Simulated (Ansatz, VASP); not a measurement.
# Two plane-wave programs on KI2

```
K I
1.0
     4.62495    0.00000    0.00000
    -2.31248    4.00533    0.00000
     0.00000    0.00000    5.93419
K I
1 2
Direct
  0.00000 0.00000 0.00000
  0.33333 0.66667 0.27334
  0.66667 0.33333 0.72666
```

Change from the starting cell: species swapped into the CuTe2 type (P-3m1, No. 164).

Alike in both runs: task relaxation of cell and atoms; functional PBE; k mesh 6 × 6 × 4; occupations gaussian, width 0.1 eV; no spin polarisation.

```csv
,VASP,Ansatz
version,VASP 6.6.1,Ansatz 0.2.0
potentials or method,"VASP PAW PBE potentials, release 64 (K_sv, I), cutoff 600 eV","scalar-relativistic, plane waves, PAW"
valence electrons in the cell,23,43
```

Ansatz gave:

- gap on the k mesh at the Fermi level, each at its own relaxed structure (eV): none
- relaxed volume (Å³/atom): 47.33
- relaxed cell length with the largest relative difference (Å): 5.594

Q: What did VASP give for the same quantities?

A: gap on the k mesh at the Fermi level, each at its own relaxed structure (eV): none; relaxed volume (Å³/atom): 46.81; relaxed cell length with the largest relative difference (Å): 5.562.

A gap of «none» marks a metal or a gap that the smearing closes. VASP's potentials hold 23 valence electrons a cell and Ansatz's 43, so a difference there can come from the potentials and not from the codes.

Neither program's run includes spin-orbit coupling. Noted on VASP's run: the volume moved by over 15 % at a fixed basis, so the end points are rough.
